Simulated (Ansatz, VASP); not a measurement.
# WC: VASP beside Ansatz

```
W C
1.0
     2.89841    0.00000    0.00000
    -1.44921    2.51010    0.00000
     0.00000    0.00000    2.82761
W C
1 1
Direct
  0.00000 0.00000 0.99913
  0.66667 0.33333 0.51326
```

Change from the starting cell: mode 4 (591.2 1/cm) frozen in, largest displacement +0.037 Å.

Alike in both runs: task single point; functional PBEsol; k mesh 24 × 24 × 22; occupations gaussian, width 0.15 eV; no spin polarisation.

|  | VASP | Ansatz |
| --- | --- | --- |
| version | VASP 6.6.1 | Ansatz 0.2.0 |
| potentials or method | VASP PAW PBE potentials, release 64 (W_sv, C), cutoff 520 eV | scalar-relativistic, plane waves, PAW |
| valence electrons in the cell | 18 | 18 |

```tsv
	VASP	Ansatz	Ansatz less VASP
gap on the k mesh at the Fermi level (eV)	none	none	-
pressure (GPa)	1.7	0.4	-1.28
traceless stress, the component that is largest in VASP (GPa)	0.16	-0.07	-0.223
rms of the force components (eV/Å)	0.338	0.335	-0.0036
```

VASP's potentials were made for PBE, not for PBEsol. Atom by atom the forces differ by 0.004 eV/Å (rms over components). A gap of «none» marks a metal or a gap that the smearing closes. With one functional, cell and mesh, what is left measures potentials, basis and numerics.

Neither program's run includes spin-orbit coupling.
